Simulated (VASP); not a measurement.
InSe: single point with PBE+D3(BJ)

InSe, a slab with vacuum:

```
Se In
1.0
     4.03361    0.00000    0.00000
    -2.01681    3.49321    0.00000
     0.00000    0.00000   69.93026
Se In
6 6
Direct
  0.00000 0.00000 0.34267
  0.00000 0.00000 0.41950
  0.66667 0.33333 0.46165
  0.66667 0.33333 0.53834
  0.33333 0.66667 0.58051
  0.33333 0.66667 0.65731
  0.66667 0.33333 0.36113
  0.66667 0.33333 0.40109
  0.33333 0.66667 0.48001
  0.33333 0.66667 0.51995
  0.00000 0.00000 0.59889
  0.00000 0.00000 0.63885
```

This cell differs from its parent crystal: atoms taken out.

```
Program             : VASP 6.6.1
Task                : single point
Functional          : PBE
Dispersion          : D3(BJ)
Potentials or basis : VASP PAW PBE potentials, release 64 (Se, In_d)
Cutoff              : 400 eV
k mesh              : 9 × 9 × 1
Occupations         : gaussian, width 0.02 eV
Spin                : no spin polarisation
```

```yaml
Largest_force: 0.017 eV/Å
Band_gap_on_the_k_mesh: 0.79 eV (least direct gap 0.83 eV)
Dispersion_energy_per_atom: -0.273 eV
```

Forces in eV/Å, atoms in the order of the input:
```
Se   0.000  0.000 -0.012
Se   0.000  0.000  0.015
Se   0.000  0.000 -0.016
Se   0.000  0.000  0.017
Se   0.000  0.000 -0.016
Se   0.000  0.000  0.013
In   0.000  0.000  0.011
In   0.000  0.000 -0.016
In   0.000  0.000  0.014
In   0.000  0.000 -0.014
In   0.000  0.000  0.015
In   0.000  0.000 -0.010
```

Levels at points of the mesh, in eV from the valence-band top:
```csv
k point,band 53,band 54,band 55,band 56,band 57,band 58,band 59,band 60,band 61,band 62
"(0.00, 0.00, 0.00)",-0.90,-0.88,-0.88,-0.62,-0.05,0.79,1.30,1.76,2.30,2.36
```

Wall time 46 min on 1 thread of Intel Xeon 8259CL, with other jobs on the host, peak memory 0.98 GiB.

Caveat: the cell differs from its parent crystal (atoms taken out); spin-orbit coupling is left out, which moves the levels of the heavy elements.
